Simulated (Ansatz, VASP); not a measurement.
# Rh: VASP beside Ansatz

File INCAR:

```
PREC = Accurate
ENCUT = 500
EDIFF = 1E-6
ISMEAR = 0
SIGMA = 0.1
LREAL = F
LASPH = T
NELM = 120
ALGO = Normal
ISIF = 2
LWAVE = F
LCHARG = F
GGA = PS
NBANDS = 14
GGA_COMPAT = F
```

Contents of KPOINTS:

```
Automatic mesh
0
Gamma
  8 8 8
```

POSCAR

```
Rh
1.0
    0.0000000000      1.8978500000      1.8978500000
    1.8978500000      0.0000000000      1.8978500000
    1.8978500000      1.8978500000      0.0000000000
Rh
1
Direct
    0.0000000000      0.0000000000      0.0000000000
```

Input for Ansatz:

```yaml
crystal:
  lattice:
    - [0.0, 1.89785, 1.89785]
    - [1.89785, 0.0, 1.89785]
    - [1.89785, 1.89785, 0.0]
  atoms:
    - { symbol: Rh, position: [0.0, 0.0, 0.0] }
basis:
  ecutwfc: 420
kpoints:
  mp_grid: { grid: [8, 8, 8] }
hamiltonian:
  xc: pbesol
scf:
  occupations: { method: gaussian, width: 0.1 }
output:
  forces: true
  stress: true
  eigenvalues: true
```

Alike in both runs: task single point; functional PBEsol; k mesh 8 × 8 × 8; occupations gaussian, width 0.1 eV; no spin polarisation.

```csv
,VASP,Ansatz
version,VASP 6.6.1,Ansatz 0.2.0
potentials or method,"VASP PAW PBE potentials, release 64 (Rh_pv), cutoff 500 eV","scalar-relativistic, plane waves, PAW"
valence electrons in the cell,15,17
```

|  | VASP | Ansatz | Ansatz less VASP |
| --- | --- | --- | --- |
| gap on the k mesh at the Fermi level (eV) | none | none | - |
| pressure (GPa) | -2.7 | -2.7 | +0.02 |

VASP's potentials were made for PBE, not for PBEsol. A gap of «none» marks a metal or a gap that the smearing closes. VASP's potentials hold 15 valence electrons a cell and Ansatz's 17, so a difference there can come from the potentials and not from the codes.
